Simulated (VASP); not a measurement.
Write the native input for VASP 6.6.1 that does the following.

| Item | Value |
| --- | --- |
| Task | single point |
| Functional | r2SCAN |
| Potentials or basis | VASP PAW PBE potentials, release 64 (Al, Ga_d, P) |
| Cutoff | 520 eV |
| k mesh | 12 × 12 × 4 |
| Occupations | gaussian, width 0.01 eV |
| Spin | no spin polarisation |
| Dipole correction | no |
| Further INCAR settings | ALGO = Normal; EDIFF = 1e-06; NBANDS = 26 |

The system is Al2GaP3.

```xyz
6
Lattice="3.8683 0.0000 0.0000 -1.9342 3.3501 0.0000 0.0000 0.0000 9.4738" Properties=species:S:1:pos:R:3 pbc="T T T"
Al    0.0000    0.0000    0.0018
Al    1.9342    1.1167    6.3107
Ga    0.0000    2.2334    3.1596
P     1.9342    1.1167    8.6852
P     0.0000    2.2334    5.5256
P     0.0000    0.0000    2.3702
```

One way to write it, as run:

POSCAR

```
Al2GaP3
1.0
    3.8683054428      0.0000000000      0.0000000000
   -1.9341527214      3.3500507831      0.0000000000
    0.0000000000      0.0000000000      9.4738397981
Al Ga P
2 1 3
Direct
    0.0000000000      0.0000000000      0.0001896586
    0.6666666667      0.3333333333      0.6661207826
    0.3333333333      0.6666666667      0.3335091645
    0.6666666667      0.3333333333      0.9167540636
    0.3333333333      0.6666666667      0.5832435861
    0.0000000000      0.0000000000      0.2501827445
```

INCAR.step1

```
SYSTEM = Al2GaP3
  PREC = Accurate
  ENCUT = 520
  ISMEAR = 0
  SIGMA = 0.01
  LREAL = .False.
  LASPH = .True.
  NELM = 80
  NBANDS = 26
  GGA = PE
  ALGO = Normal
  EDIFF = 1E-4
  LWAVE = .True.
  LCHARG = .False.
```

INCAR.step2

```
SYSTEM = Al2GaP3
  PREC = Accurate
  ENCUT = 520
  EDIFF = 1E-6
  ISMEAR = 0
  SIGMA = 0.01
  LREAL = .False.
  LASPH = .True.
  NELM = 80
  ALGO = Normal
  ISIF = 2
  LWAVE = .False.
  LCHARG = .False.
  METAGGA = R2SCAN
  LMIXTAU = .True.
  NBANDS = 26
  ISTART = 1
```

KPOINTS

```
regular mesh
0
Gamma
  12 12 4
  0 0 0
```

Potentials or basis: VASP PAW PBE potentials, release 64 (Al, Ga_d, P).

The run is started by

```bash
$ cat potpaw_PBE.64/Al/POTCAR potpaw_PBE.64/Ga_d/POTCAR potpaw_PBE.64/P/POTCAR > POTCAR
$ cp INCAR.step1 INCAR
$ mpirun -np 1 vasp_std > vasp.out
$ cp INCAR.step2 INCAR
$ mpirun -np 1 vasp_std > vasp.out
```

It gave:

| Quantity | Value |
| --- | --- |
| Pressure | -0.2 GPa |
| Largest force | 0.025 eV/Å |
| Band gap on the k mesh | 1.88 eV (least direct gap 2.52 eV) |

Caveat: the PAW data sets were made with another functional, which shifts forces and pressure a little.

Wall time 17 min on 1 thread of Intel Xeon 8259CL (shared host), peak memory 0.4 GiB.
